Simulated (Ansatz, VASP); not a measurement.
## SrTl in VASP and in Ansatz

```
Sr Tl
1.0
     4.03200   -0.02016   -0.02016
    -0.02016    4.03200   -0.02016
    -0.02016   -0.02016    4.03200
Sr Tl
1 1
Cartesian
  0.0000 0.0000 0.0000
  1.9958 1.9958 1.9958
```

Change from the starting cell: equal xy, yz and zx shear strains of -1 %.

Alike in both runs: task single point; functional LDA; k mesh 8 × 8 × 8; occupations fermi-dirac, width 0.05 eV; no spin polarisation.

```csv
,VASP,Ansatz
version,VASP 6.6.1,Ansatz 0.2.0
potentials or method,"VASP PAW LDA potentials, release 64 (Sr_sv, Tl_d), cutoff 520 eV","all-electron LAPW, scalar-relativistic"
```

|  | VASP | Ansatz | Ansatz less VASP |
| --- | --- | --- | --- |
| pressure (GPa) | -1.8 | -1.8 | -0.08 |
| traceless stress, the component that is largest in VASP (GPa) | 0.22 | 0.21 | -0.003 |

LDA's correlation is that of Perdew and Zunger in VASP and of Perdew and Wang (1992) in Ansatz. Ansatz ran all-electron here, and VASP with PAW potentials.

Neither program's run includes spin-orbit coupling.
